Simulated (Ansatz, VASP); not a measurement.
# Two plane-wave programs on Ga2As3

```
Ga As
1.0
     4.03076    0.00000    0.00000
    -2.01538    3.49074    0.00000
     0.00000    0.00000   16.61260
Ga As
4 6
Direct
  0.00000 0.00000 0.44780
  0.33333 0.66667 0.64829
  0.33333 0.66667 0.04688
  0.66667 0.33333 0.24711
  0.66667 0.33333 0.39764
  0.00000 0.00000 0.59840
  0.33333 0.66667 0.79904
  0.00000 0.00000 0.99019
  0.33333 0.66667 0.19709
  0.66667 0.33333 0.86856
```

Alike in both runs: task single point; functional r2SCAN; k mesh 12 × 12 × 2; occupations gaussian, width 0.02 eV; no spin polarisation.

```csv
,VASP,Ansatz
version,VASP 6.6.1,Ansatz 0.2.0
potentials or method,"VASP PAW PBE potentials, release 64 (Ga_d, As), cutoff 520 eV","scalar-relativistic, plane waves, PAW"
valence electrons in the cell,82,142
```

```csv
,VASP,Ansatz,Ansatz less VASP
gap on the k mesh at the Fermi level (eV),0.37,0.38,+0.006
least direct gap on the mesh (eV),0.59,0.60,+0.009
pressure (GPa),-2.5,-2.5,-0.06
"traceless stress, the component that is largest in VASP (GPa)",0.19,0.21,+0.012
rms of the force components (eV/Å),0.051,0.054,+0.0033
```

VASP's potentials were made for PBE, not for r2SCAN. Atom by atom the forces differ by 0.005 eV/Å (rms over components). With one functional, cell and mesh, what is left measures potentials, basis and numerics. VASP's potentials hold 82 valence electrons a cell and Ansatz's 142, so a difference there can come from the potentials and not from the codes.
